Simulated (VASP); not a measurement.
Wanted: the native input for a VASP 6.6.1 run.

| Property | Result |
| --- | --- |
| Task | single point |
| Functional | PBEsol |
| Potentials or basis | VASP PAW PBE potentials, release 64 (Al, Cu) |
| Cutoff | 520 eV |
| k mesh | 12 × 10 × 10 |
| Occupations | gaussian, width 0.15 eV |
| Spin | no spin polarisation |
| Dipole correction | no |
| Further INCAR settings | ALGO = Fast; EDIFF = 1e-07; NBANDS = 26 |

The structure of Al2Cu lies in POSCAR:

```
Al2Cu
1.0
    4.0841721965      0.0000000000      0.0000000000
    0.0000000000      4.0841721965      2.8463947513
    0.0000000000     -4.0841721965      2.8463947513
Al Cu
4 2
Direct
    0.5000000000      0.7456566844      0.7543433156
    0.5000000000      0.2456566844      0.2543433156
    0.0000000000      0.5183635744     -0.0183635744
    0.0000000000      0.0183635744      0.4816364256
    0.0000000000     -0.0059529813      1.0059529813
    0.0000000000      0.4940470187      0.5059529813
```

This cell differs from its parent crystal: atoms displaced along a vibrational mode.

These files were run (other wordings do the same):

INCAR

```
SYSTEM = Al2Cu
PREC = Accurate
ENCUT = 520
EDIFF = 1E-7
ISMEAR = 0
SIGMA = 0.15
LREAL = .False.
LASPH = .True.
NELM = 80
ALGO = Fast
ISIF = 2
LWAVE = .False.
LCHARG = .False.
GGA = PS
NBANDS = 26
```

KPOINTS

```
regular mesh
0
Gamma
  12 10 10
  0 0 0
```

Potentials or basis: VASP PAW PBE potentials, release 64 (Al, Cu).

The run is started by

```sh
$ cat potpaw_PBE.64/Al/POTCAR potpaw_PBE.64/Cu/POTCAR > POTCAR
$ mpirun -np 1 vasp_std > vasp.out
```

It gave:

The pressure is 2.3 GPa, the largest force is 1.955 eV/Å and the band gap on the k mesh is zero (bands 17 and 18 overlap by 3.32 eV).

Caveat: the cell differs from its parent crystal (atoms displaced along a vibrational mode); the PAW data sets were made with another functional, which shifts forces and pressure a little.

It took 6.6 min on 1 thread of AMD EPYC 9R45 96-Core Processor (Zen 5), with other jobs on the host, peak memory 0.51 GiB.
